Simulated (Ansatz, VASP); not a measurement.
**One calculation of CoSi, two programs**

Contents of INCAR:

```
  PREC = Accurate
  ENCUT = 520
  EDIFF = 1E-7
  ISMEAR = -1
  SIGMA = 0.1
  LREAL = F
  LASPH = T
  NELM = 150
  ALGO = Normal
  ISIF = 2
  LWAVE = F
  LCHARG = T
  ISPIN = 2
  MAGMOM = 0.5 0
  LORBIT = 11
  LMAXMIX = 4
  GGA = PE
  LELF = T
  LVHAR = T
  NBANDS = 18
```

KPOINTS

```
Automatic mesh
0
Gamma
  12 12 13
```

POSCAR

```
CoSi
1.0
    2.8095716175      0.0000000000      0.0000000000
    0.0000000000      2.8095716175      0.0000000000
    0.0000000000      0.0000000000      2.7257073200
Co Si
1 1
Direct
    0.0000000000      0.0000000000      0.0000000000
    0.5000000000      0.5000000000      0.5000000000
```

Input for Ansatz:

```yaml
crystal:
  lattice:
    - [2.8095716175, 0.0, 0.0]
    - [0.0, 2.8095716175, 0.0]
    - [0.0, 0.0, 2.72570732]
  atoms:
    - { symbol: Co, position: [0.0, 0.0, 0.0], spin: 0.5 }
    - { symbol: Si, position: [0.5, 0.5, 0.5] }
magnetization:
  spin_polarized: true
kpoints:
  mp_grid: { grid: [12, 12, 13] }
scf:
  occupations: { method: fermi_dirac, width: 0.1 }
  lower_state_search: "off"
hamiltonian:
  xc: pbe
  pseudopotentials: { kind: paw }
output:
  eigenvalues: false
  eigenstates:
    nscf_kmesh: { grid: [18, 18, 19] }
    top_band: c21
    magnetocrystalline_anisotropy:
      directions: [[0.0, 0.0, 1.0], [1.0, 0.0, 0.0], [0.70710678, 0.70710678, 0.0]]
```

Change from the starting cell: stretched by -2 % along [0.0, 0.0, 1.0] at fixed volume; anisotropy by the force theorem, PAW files.

Alike in both runs: task single point; functional PBE; k mesh 12 × 12 × 13; occupations fermi-dirac, width 0.1 eV; collinear spin.

```csv
,VASP,Ansatz
version,VASP 6.6.1,Ansatz 0.2.0
potentials or method,"VASP PAW PBE potentials, release 64 (Co, Si)","PAW with Ansatz's default frozen-core files, scalar-relativistic"
plane-wave cutoff (eV),520,420
valence electrons in the cell,13,21
```

Ansatz gave:

| Item | Value |
| --- | --- |
| net moment per atom (μB) | 0.26 |
| size of the moment on the site where the two differ most (μB) | 0.53 |

**Question.** What did VASP give for the same quantities?

**Answer.** net moment per atom (μB): 0.25; size of the moment on the site where the two differ most (μB): 0.51.

Site moments also hang on the region over which each program counts them. The functional is the same, so the differences come from potentials, cutoffs and numerics. VASP's potentials hold 13 valence electrons a cell and Ansatz's 21, so a difference there can come from the potentials and not from the codes.
